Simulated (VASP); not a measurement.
Input of a VASP 6.6.1 run:

Contents of INCAR:

```
AGGAC = 1.0 ; AGGAX = 1.0
ALDAC = 0.0 ; ALDAX = 1.0
ALGO = Normal ; EDIFF = 1E-7
ENCUT = 520 ; GGA = B5
ISIF = 2 ; ISMEAR = -1
ISPIN = 2 ; IVDW = 12
LASPH = T ; LCHARG = T
LELF = T ; LMAXMIX = 4
LORBIT = 11 ; LREAL = F
LVHAR = T ; LWAVE = F
MAGMOM = 2 2 2 2 ; NBANDS = 30
NELM = 150 ; PREC = Accurate
SIGMA = 0.05 ; VDW_A1 = 0.4298
VDW_A2 = 4.2359 ; VDW_S6 = 1.0
VDW_S8 = 2.6996
```

File KPOINTS:

```
k-points
0
Gamma
  12 12 4
```

POSCAR

```
Co
1.0
    2.4764874730      0.0000000000      0.0000000000
   -1.2382437365      2.1447010637      0.0000000000
    0.0000000000      0.0000000000      8.0025760280
Co
4
Direct
    0.6666666667      0.3333333333      0.7500000000
    0.0000000000      0.0000000000      0.5000000000
    0.3333333333      0.6666666667      0.2500000000
    0.0000000000      0.0000000000      0.0000000000
```

Potentials or basis: VASP PAW PBE potentials, release 64 (Co).

Command:

```bash
$ cat potpaw_PBE.64/Co/POTCAR > POTCAR
$ mpirun -np 1 vasp_std > vasp.out
```

What does it give for the site moments?

Co +1.61, +1.59 (each value once) μB.

Predict the dispersion energy per atom.

-0.974 eV.

Estimate the pressure.

-0.6 GPa.

What does it give for the net moment?

6.37 μB per cell.

Caveat: the PAW data sets were made with another functional, which shifts forces and pressure a little.
